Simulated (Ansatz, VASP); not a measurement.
# Two plane-wave programs on Ru

```xyz
2
Lattice="2.6728 0.0000 0.0000 -1.3364 2.3147 0.0000 0.0000 0.0000 4.2281" Properties=species:S:1:pos:R:3 pbc="T T T"
Ru    0.0000    1.5431    1.0570
Ru    1.3364    0.7716    3.1711
```

Alike in both runs: functional LDA; k mesh 9 × 9 × 6; occupations gaussian, width 0.1 eV; no spin polarisation.

Ansatz relaxed the structure, and its values are those at the end. VASP's run is a single point on that final structure, the one shown.

```csv
,VASP,Ansatz
version,VASP 6.6.1,Ansatz 0.2.0
potentials or method,"VASP PAW LDA potentials, release 64 (Ru_sv), cutoff 600 eV","scalar-relativistic, plane waves, PAW"
valence electrons in the cell,32,32
```

|  | VASP | Ansatz | Ansatz less VASP |
| --- | --- | --- | --- |
| gap on the k mesh at the Fermi level (eV) | none | none | - |
| pressure (GPa) | 0.7 | 0.0 | -0.70 |

LDA's correlation is that of Perdew and Zunger in VASP and of Perdew and Wang (1992) in Ansatz. A gap of «none» marks a metal or a gap that the smearing closes.
